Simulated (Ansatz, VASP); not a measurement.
# GaN: VASP beside Ansatz

```
Ga N
1.0
     3.27864    0.00000    0.00000
    -1.63932    2.83939    0.00000
     0.00000    0.00000    5.11071
Ga N
2 2
Direct
  0.33333 0.66667 0.99577
  0.66667 0.33333 0.49577
  0.33333 0.66667 0.37923
  0.66667 0.33333 0.87923
```

Change from the starting cell: epitaxial_xy strain +3.0%.

Alike in both runs: task single point; functional r2SCAN; k mesh 12 × 12 × 6; no spin polarisation.

```csv
,VASP,Ansatz
version,VASP 6.6.1,Ansatz 0.2.0
potentials or method,"VASP PAW PBE potentials, release 64 (Ga_d, N)","plane waves, PAW"
plane-wave cutoff (eV),520,500
occupations,"gaussian, width 0.01 eV",fixed
valence electrons in the cell,36,36
```

|  | VASP | Ansatz | Ansatz less VASP |
| --- | --- | --- | --- |
| gap on the k mesh at the Fermi level (eV) | 1.95 | 1.96 | +0.005 |
| pressure (GPa) | -7.2 | -8.0 | -0.84 |
| traceless stress, the component that is largest in VASP (GPa) | 8.11 | 8.01 | -0.091 |
| rms of the force components (eV/Å) | 0.007 | 0.001 | -0.0062 |

VASP's potentials were made for PBE, not for r2SCAN. Atom by atom the forces differ by 0.006 eV/Å (rms over components).
